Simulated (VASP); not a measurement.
MgF2: single point with PBE

The system is MgF2.

```
CELL_PARAMETERS angstrom
4.62500 0.00000 0.00000
0.00000 4.62500 0.00000
0.00000 0.00000 3.06726
ATOMIC_POSITIONS crystal
Mg 0.00000 0.00000 0.00000
Mg 0.50000 0.50000 0.50000
F 0.30300 0.30300 0.00000
F 0.19700 0.80300 0.50000
F 0.69700 0.69700 0.00000
F 0.80300 0.19700 0.50000
```

- Program: VASP 6.6.1
- Task: single point
- Functional: PBE
- Potentials or basis: VASP PAW PBE potentials, release 64 (Mg, F)
- Cutoff: 600 eV
- k mesh: 4 × 4 × 6
- Occupations: gaussian, width 0.02 eV
- Spin: no spin polarisation

```json
{
  "Pressure": "2.9 GPa",
  "Largest force": "0.005 eV/Å",
  "Band gap on the k mesh": "7.05 eV"
}
```

Forces in eV/Å, atoms in the order of the input:
```
Mg   0.000  0.000  0.000
Mg   0.000  0.000  0.000
F   -0.004 -0.004  0.000
F    0.004 -0.004  0.000
F    0.004  0.004  0.000
F   -0.004  0.004  0.000
```

Stress tensor (GPa, compression positive):
```
3.05 0.00 0.00
0.00 3.05 0.00
0.00 0.00 2.53
```

Levels at points of the mesh, in eV from the valence-band top:
```
           k point  band 12  band 13  band 14  band 15  band 16  band 17  band 18  band 19  band 20  band 21
(0.00, 0.00, 0.00)    -1.23    -0.73    -0.32    -0.32     0.00     7.05    12.20    12.20    13.65    14.44
(0.50, 0.00, 0.00)    -1.36    -0.98    -0.98    -0.37    -0.37     9.46     9.46    13.45    13.45    15.53
(0.50, 0.50, 0.00)    -1.28    -0.94    -0.94    -0.76    -0.76    11.16    11.16    11.26    11.26    17.42
(0.00, 0.00, 0.50)    -1.42    -1.14    -1.14    -0.84    -0.84    11.77    11.77    14.91    14.91    15.43
(0.50, 0.00, 0.50)    -1.35    -0.72    -0.72    -0.65    -0.65    12.71    12.71    13.38    13.38    15.79
(0.50, 0.50, 0.50)    -1.39    -0.60    -0.60    -0.47    -0.47    13.25    13.25    13.29    13.29    14.56
```

It took 73 s on 1 thread of AMD EPYC 7R13, on a shared host, peak memory 0.19 GiB.

Expect the measured gap to be larger: semilocal functionals such as PBE lack the derivative discontinuity.
